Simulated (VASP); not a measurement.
# Be3Tl (P6_3/mmc) in VASP: relaxation of cell and atoms with PBE

Aim: the relaxation of cell and atoms of Be3Tl with PBE.

Everything below comes from runs of VASP 6.6.1. Logs are shortened: lines on timing, memory, paths and dates and some standing lists are left out, and cuts for length are marked.

**1. The cell of the first run**

The structure is hexagonal, space group P6_3/mmc (No. 194). The conventional cell has a = 5.804 Å, b = 5.804 Å, c = 3.689 Å, α = 90.00°, β = 90.00°, γ = 120.00°. Be (site symmetry mm2) has 6 Be at 2.18 to 2.23 Å and 4 Tl at 2.79 to 2.93 Å within 3.0 Å. Within 3.9 Å of Tl (site symmetry -6m2) lie 12 Be at 2.79 to 2.93 Å and 8 Tl at 3.69 to 3.83 Å.

**2. Relaxation of cell and atoms, PBE**

The input, INCAR:

```
SYSTEM = Be3Tl
PREC = Accurate ; ENCUT = 600
EDIFF = 1E-7 ; ISMEAR = 0
SIGMA = 0.1 ; LREAL = .False.
LASPH = .True. ; NELM = 120
ALGO = Normal ; ISIF = 3
LWAVE = .False. ; LCHARG = .False.
GGA = PE ; IBRION = 2
NSW = 100 ; EDIFFG = -0.01
GGA_COMPAT = .False. ; NELMIN = 4
```

The input, KPOINTS:

```
Automatic mesh
0
Gamma
  6 6 10
  0 0 0
```

The input, POSCAR:

```
Be3Tl
1.0
    5.8042037967      0.0000000000      0.0000000000
   -2.9021018983      5.0265879367      0.0000000000
    0.0000000000      0.0000000000      3.6889269708
Be Tl
6 2
Direct
    0.8745381374      0.7490762748      0.2500000000
    0.1254618626      0.8745381374      0.7500000000
    0.2509237252      0.1254618626      0.2500000000
    0.1254618626      0.2509237252      0.7500000000
    0.8745381374      0.1254618626      0.2500000000
    0.7490762748      0.8745381374      0.7500000000
    0.3333333333      0.6666666667      0.2500000000
    0.6666666667      0.3333333333      0.7500000000
```

Potentials or basis: VASP PAW PBE potentials, release 64 (Be, Tl_d).

Launch:

```console
> cat potpaw_PBE.64/Be/POTCAR potpaw_PBE.64/Tl_d/POTCAR > POTCAR
> mpirun -np 1 vasp_std > vasp.out
```

OUTCAR:

```text
SYSTEM = Be3Tl
   PREC = Accurate
   ENCUT = 600
   EDIFF = 1E-7
   ISMEAR = 0
   LREAL = .False.
   LASPH = .True.
   NELM = 120
   ISIF = 3
   GGA = PE
   IBRION = 2
   NSW = 100
   EDIFFG = -0.01
   NELMIN = 4

 ion  position               nearest neighbor table
   1  0.875  0.749  0.250-   5 2.18   3 2.18   6 2.23   6 2.23   2 2.23   2 2.23   8 2.79   8 2.79
                             7 2.93   7 2.93
   2  0.125  0.875  0.750-   4 2.18   6 2.18   3 2.23   3 2.23   1 2.23   1 2.23   7 2.79   7 2.79
                             8 2.93   8 2.93
   3  0.251  0.125  0.250-   5 2.18   1 2.18   4 2.23   4 2.23   2 2.23   2 2.23   8 2.79   8 2.79
                             7 2.93   7 2.93
   4  0.125  0.251  0.750-   2 2.18   6 2.18   3 2.23   3 2.23   5 2.23   5 2.23   7 2.79   7 2.79
                             8 2.93   8 2.93
   5  0.875  0.125  0.250-   1 2.18   3 2.18   6 2.23   6 2.23   4 2.23   4 2.23   8 2.79   8 2.79
                             7 2.93   7 2.93
   6  0.749  0.875  0.750-   2 2.18   4 2.18   1 2.23   1 2.23   5 2.23   5 2.23   7 2.79   7 2.79
                             8 2.93   8 2.93
   7  0.333  0.667  0.250-   2 2.79   2 2.79   4 2.79   4 2.79   6 2.79   6 2.79   3 2.93   1 2.93
                             5 2.93   5 2.93   3 2.93   1 2.93   8 3.83   8 3.83   8 3.83   8 3.83
   8  0.667  0.333  0.750-   5 2.79   5 2.79   1 2.79   1 2.79   3 2.79   3 2.79   6 2.93   4 2.93
                             2 2.93   2 2.93   6 2.93   4 2.93   7 3.83   7 3.83   7 3.83   7 3.83

  LATTYP: Found a hexagonal cell.
 ALAT       =     5.8042037967
 C/A-ratio  =     0.6355612415

  Lattice vectors:

 A1 = (   5.8042037967,   0.0000000000,   0.0000000000)
 A2 = (  -2.9021018983,   5.0265879367,   0.0000000000)
 A3 = (   0.0000000000,   0.0000000000,   3.6889269708)

Analysis of symmetry for initial positions (statically):
=====================================================================
 Subroutine PRICEL returns:
 Original cell was already a primitive cell.

 Routine SETGRP: Setting up the symmetry group for a
 hexagonal supercell.

 Subroutine GETGRP returns: Found 24 space group operations
 (whereof 12 operations were pure point group operations)
 out of a pool of 24 trial point group operations.

The static configuration has the point symmetry D_3d.
 The point group associated with its full space group is D_6h.

Analysis of symmetry for dynamics (positions and initial velocities):
=====================================================================
 Subroutine PRICEL returns:
 Original cell was already a primitive cell.

 Routine SETGRP: Setting up the symmetry group for a
 hexagonal supercell.

 Subroutine GETGRP returns: Found 24 space group operations
 (whereof 12 operations were pure point group operations)
 out of a pool of 24 trial point group operations.

The dynamic configuration has the point symmetry D_3d.
 The point group associated with its full space group is D_6h.

 Subroutine INISYM returns: Found 24 space group operations
 (whereof 12 operations are pure point group operations),
 and found     1 'primitive' translations

----------------------------------------------------------------------------------------

                                     Primitive cell

  volume of cell :     107.6257

  direct lattice vectors                    reciprocal lattice vectors
     5.804203797  0.000000000  0.000000000     0.172288919  0.099471054  0.000000000
    -2.902101898  5.026587937  0.000000000     0.000000000  0.198942108  0.000000000
     0.000000000  0.000000000  3.688926971     0.000000000  0.000000000  0.271081539

  length of vectors
     5.804203797  5.804203797  3.688926971     0.198942108  0.198942108  0.271081539

  position of ions in fractional coordinates (direct lattice)
     0.874538137  0.749076275  0.250000000
     0.125461863  0.874538137  0.750000000
     0.250923725  0.125461863  0.250000000
     0.125461863  0.250923725  0.750000000
     0.874538137  0.125461863  0.250000000
     0.749076275  0.874538137  0.750000000
     0.333333333  0.666666667  0.250000000
     0.666666667  0.333333333  0.750000000

  ion indices of the primitive-cell ions
   primitive index   ion index
                 1           1
                 2           2
[... 27 lines left out ...]

 Subroutine IBZKPT returns following result:
 ===========================================

 Found     42 irreducible k-points:

 Following reciprocal coordinates:
            Coordinates               Weight
  0.000000  0.000000  0.000000      1.000000
  0.166667  0.000000  0.000000      6.000000
  0.333333  0.000000  0.000000      6.000000
  0.500000  0.000000  0.000000      3.000000
  0.166667  0.166667  0.000000      6.000000
  0.333333  0.166667  0.000000     12.000000
[... 16 lines left out ...]
  0.166667  0.000000  0.300000     12.000000
  0.333333  0.000000  0.300000     12.000000
 [... further k-points ...]
   k-points           NKPTS =     42   k-points in BZ     NKDIM =     42   number of bands    NBANDS=     24
   number of dos      NEDOS =    301   number of ions     NIONS =      8
   total plane-waves  NPLWV =  69120
   dimension x,y,z NGX =    48 NGY =   48 NGZ =   30
   dimension x,y,z NGXF=    96 NGYF=   96 NGZF=   60
   ions per type =               6   2
   NGX,Y,Z   is equivalent  to a cutoff of  13.75, 13.75, 13.52 a.u.
   NGXF,Y,Z  is equivalent  to a cutoff of  27.50, 27.50, 27.04 a.u.
 SYSTEM =  Be3Tl
   PREC   = accura    normal or accurate (medium, high low for compatibility)
   ISTART =      0    job   : 0-new  1-cont  2-samecut
   ICHARG =      2    charge: 1-file 2-atom 10-const
   ISPIN  =      1    spin polarized calculation?
   LNONCOLLINEAR =      F non collinear calculations
   LSORBIT =      F    spin-orbit coupling
   LASPH  =      T    aspherical Exc in radial PAW
   ENCUT  =  600.0 eV  44.10 Ry    6.64 a.u.  11.59 11.59  7.37*2*pi/ulx,y,z
   NELM   =    120;   NELMIN=  4; NELMDL= -5     # of ELM steps
   EDIFF  = 0.1E-06   stopping-criterion for ELM
   LREAL  =      F    real-space projection
   EDIFFG = -.1E-01   stopping-criterion for IOM
   NSW    =    100    number of steps for IOM
   IBRION =      2    ionic relax: 0-MD 1-quasi-New 2-CG
   NFREE  =      1    steps in history (QN), initial steepest desc. (CG)
   ISIF   =      3    stress and relaxation
   ISYM   =      2    0-nonsym 1-usesym 2-fastsym
   POTIM  = 0.5000    time-step for ionic-motion
   TEBEG  =    0.0;   TEEND  =   0.0 temperature during run
   PSTRESS=    0.0 pullay stress
   NELECT =      38.0000    total number of electrons
   NUPDOWN=      -1.0000    fix difference up-down
   EMIN   =  10.00;   EMAX   =-10.00  energy-range for DOS
   EFERMI =   0.00;   METHOD = LEGACY
   ISMEAR =     0;   SIGMA  =   0.10  broadening in eV -4-tet -1-fermi 0-gaus
   EFERMI_NEDOS =   21; number of points for ismear=-14 and -15
   IALGO  =     38    algorithm
   IMIX   =      4    mixing-type and parameters
     AMIX     =   0.40;   BMIX     =  1.00
     AMIX_MAG =   1.60;   BMIX_MAG =  1.00
  volume/ion in A,a.u.               =      13.45        90.79
  Fermi-wavevector in a.u.,A,eV,Ry     =   1.157082  2.186567 18.215998  1.338838
  Thomas-Fermi vector in A             =   2.293696
   LORBIT       =      0    0 simple, 1 ext, 2 COOP (PROOUT), +10 PAW based schemes
   GGA     = PE    functional components
   LHFCALC =     F    Hartree Fock is set to
   AEXX    =    0.0000 exact exchange contribution
   IVDW    =     0    specifies the selected vdW correction
   LEPSILON=     F    determine dielectric tensor
   LRPA    =     F    only Hartree local field effects (RPA)
 conjugate gradient relaxation of ions
 non-spin polarized calculation
 Gauss-broadening in eV      SIGMA  =   0.10
  energy-cutoff  :      600.00
  volume of cell :      107.63
 maximum number of plane-waves:      3633
 NGX is ok and might be reduce to    48
   NGX = 23   NGY = 23   NGZ = 15

--------------------------------------- Ionic step        1  -------------------------------------------

 number of electron      37.9999994 magnetization

 Free energy of the ion-electron system (eV)
  ---------------------------------------------------
  ext. energy  EPLUGINS =         0.00000000
  ---------------------------------------------------
  free energy    TOTEN  =       -22.69295420 eV

  energy without entropy =      -22.68302676  energy(sigma->0) =      -22.68799048

------------------------ aborting loop because EDIFF is reached ----------------------------------------

  FORCE on cell =-STRESS in cart. coord.  units (eV):
  Direction    XX          YY          ZZ          XY          YZ          ZX
  --------------------------------------------------------------------------------------
  -------------------------------------------------------------------------------------
  Total        0.9126772      0.9126772     -1.1306087      0.0000000      0.0000000     -0.0000000
  in kB       13.5866313     13.5866313    -16.8308836      0.0000000      0.0000000     -0.0000000
  external PRESSURE =       3.4474597 kB  Pullay stress =       0.0000000 kB
[... 107 lines left out ...]
  FREE ENERGIE OF THE ION-ELECTRON SYSTEM (eV)
  ---------------------------------------------------
  free  energy   TOTEN  =       -22.7133441962 eV

  energy  without entropy=      -22.7043311667  energy(sigma->0) =      -22.70883768

[... ionic steps 4 to 8 ...]

--------------------------------------- Ionic step        9  -------------------------------------------

 number of electron      38.0000006 magnetization

------------------------ aborting loop because EDIFF is reached ----------------------------------------
[... 79 lines left out ...]
--------------------------------------- Ionic step       11  -------------------------------------------

 number of electron      38.0000008 magnetization

 Free energy of the ion-electron system (eV)
  ---------------------------------------------------
  ext. energy  EPLUGINS =         0.00000000
  ---------------------------------------------------
  free energy    TOTEN  =       -22.75155516 eV

  energy without entropy =      -22.74006644  energy(sigma->0) =      -22.74581080

 E-fermi :   6.4354     XC(G=0): -10.1891

 val. band max:        6.3967138244   @ k =   0.3333   0.1667   0.3000
 cond. band min:       6.4488476876   @ k =   0.3333   0.3333   0.5000
 fundamental gap:      0.0521338632
 Fermi energy:         6.4354392725

 k-point     1 :       0.0000    0.0000    0.0000
  band No.  band energies     occupation
      1      -5.4277      2.00000
      2      -5.3318      2.00000
      3      -5.2677      2.00000
      4      -5.2677      2.00000
      5      -5.2054      2.00000
      6      -5.2053      2.00000
[... 637 lines left out ...]
     23       8.3406      0.00000
     24       8.6703      0.00000

 [... further k-points ...]

------------------------ aborting loop because EDIFF is reached ----------------------------------------

  FORCE on cell =-STRESS in cart. coord.  units (eV):
  Direction    XX          YY          ZZ          XY          YZ          ZX
  --------------------------------------------------------------------------------------
  -------------------------------------------------------------------------------------
  Total       -0.0084750     -0.0084750      0.0297647     -0.0000000     -0.0000000      0.0000000
  in kB       -0.1208480     -0.1208480      0.4244249     -0.0000000     -0.0000000      0.0000000
  external PRESSURE =       0.0609097 kB  Pullay stress =       0.0000000 kB
[... 23 lines left out ...]
  FREE ENERGIE OF THE ION-ELECTRON SYSTEM (eV)
  ---------------------------------------------------
  free  energy   TOTEN  =       -22.7515551601 eV

  energy  without entropy=      -22.7400664437  energy(sigma->0) =      -22.74581080

 reached required accuracy - stopping structural energy minimisation
```

It took 9.1 min on 1 thread of AMD EPYC 9R14 (Zen 4), shared host; peak memory 0.3 GiB.

What came out:

* Free energy: -22.7516 eV
* Relaxed volume: 14.04 Å³/atom
* Relaxed cell: a = 6.016 Å, b = 6.016 Å, c = 3.584 Å, α = 90.00°, β = 90.00°, γ = 120.00°
* Space group after relaxing (to 0.1 Å): P6_3/mmc (No. 194)
* Energy gained by relaxing: 7.3 meV/atom
* Ionic steps: 11
* Pressure after relaxing: 0.0 GPa
* Band gap on the k mesh: zero (bands 19 and 20 overlap by 4.25 eV)

Step by step:
| step | energy change (eV) | largest force (eV/Å) | pressure (GPa) | volume (Å³) |
| --- | --- | --- | --- | --- |
| 1 | 0.0000 | 0.0146 | 0.34 | 107.63 |
| 2 | -0.0141 | 0.0694 | 0.23 | 108.07 |
| 3 | -0.0204 | 0.1563 | 0.14 | 108.54 |
| 4 | -0.0206 | 0.1723 | 0.14 | 108.63 |
| 5 | -0.0309 | 0.1368 | 0.28 | 109.14 |
| 6 | -0.0548 | 0.0014 | 0.75 | 110.65 |
| 7 | -0.0546 | 0.0521 | 0.84 | 111.08 |
| 8 | -0.0552 | 0.0255 | 0.80 | 110.86 |
| 9 | -0.0557 | 0.0122 | -0.52 | 113.85 |
| 10 | -0.0583 | 0.0197 | 0.10 | 112.41 |
| 11 | -0.0586 | 0.0008 | 0.01 | 112.36 |

Final structure:
```xyz
8
Lattice="6.0163 0.0000 0.0000 -3.0082 5.2103 0.0000 0.0000 0.0000 3.5844" Properties=species:S:1:pos:R:3 pbc="T T T"
Be    3.0082    3.9487    0.8961
Be   -1.9156    4.5795    2.6883
Be    1.0926    0.6308    0.8961
Be    0.0000    1.2616    2.6883
Be    4.9237    0.6308    0.8961
Be    1.9156    4.5795    2.6883
Tl    0.0000    3.4735    0.8961
Tl    3.0082    1.7368    2.6883
```

Caveat: spin-orbit coupling is left out, which moves the levels of the heavy elements.
